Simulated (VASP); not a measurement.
Wanted: the native input for a VASP 6.6.1 run.

```
Task                   : single point
Functional             : LDA
Potentials or basis    : VASP PAW LDA potentials, release 64 (K_sv, F, Co_sv)
Cutoff                 : 700 eV
k mesh                 : 5 × 5 × 5
Occupations            : fermi-dirac, width 0.02 eV
Spin                   : collinear spin, ferromagnetic start
Starting moments       : [0.0, 0.0, 0.0, 0.0, 3.0] μB
Hubbard terms          : Co d U = 3.32 eV
Dipole correction      : no
Further INCAR settings : ALGO = Normal; EDIFF = 1e-06; NBANDS = 36
```

The structure of KCoF3 lies in POSCAR:

```
KCoF3
1.0
    4.0710000000      0.0000000000      0.0000000000
    0.0000000000      4.0710000000      0.0000000000
    0.0000000000      0.0000000000      4.0710000000
K F Co
1 3 1
Direct
    0.0000000000      0.0000000000      0.0000000000
    0.0000000000      0.5000000000      0.5000000000
    0.5000000000      0.0000000000      0.5000000000
    0.5000000000      0.5000000000      0.0000000000
    0.5000000000      0.5000000000      0.5000000000
```

These files were run (other wordings do the same):

INCAR

```
SYSTEM = KCoF3
PREC = Accurate ; ENCUT = 700
EDIFF = 1E-6 ; ISMEAR = -1
SIGMA = 0.02 ; LREAL = .False.
LASPH = .True. ; NELM = 200
ALGO = Normal ; ISIF = 2
LWAVE = .False. ; LCHARG = .True.
ISPIN = 2 ; MAGMOM = 0 0 0 0 3
LORBIT = 11 ; LMAXMIX = 4
LDAU = .True. ; LDAUTYPE = 2
LDAUL = -1 -1 2 ; LDAUU = 0 0 3.32
LDAUJ = 0 0 0 ; LDAUPRINT = 1
LELF = .True. ; LVHAR = .True.
NBANDS = 36 ; GGA_COMPAT = .False.
```

KPOINTS

```
Automatic mesh
0
Gamma
  5 5 5
  0 0 0
```

Potentials or basis: VASP PAW LDA potentials, release 64 (K_sv, F, Co_sv).

Command:

```bash
$ cat potpaw_LDA.64/K_sv/POTCAR potpaw_LDA.64/F/POTCAR potpaw_LDA.64/Co_sv/POTCAR > POTCAR
$ mpirun -np 1 vasp_std > vasp.out
```

Results of the run:

The pressure is -7.4 GPa. The band gap on the k mesh is zero (filled and empty bands overlap). The net moment is 3.00 μB per cell and the site moments are K -0.00; F +0.08; Co +2.70 μB. The valence electrons inside the program's atomic spheres are K 7.54; F 6.06; Co 14.86.

Caveat: the cell stands under tension; a cell with one magnetic atom can't hold antiferromagnetic order, which such compounds often take.

Run time: 45 s on 1 thread of Intel(R) Xeon(R) Platinum 8488C (Sapphire Rapids) (shared host), peak memory 0.21 GiB.
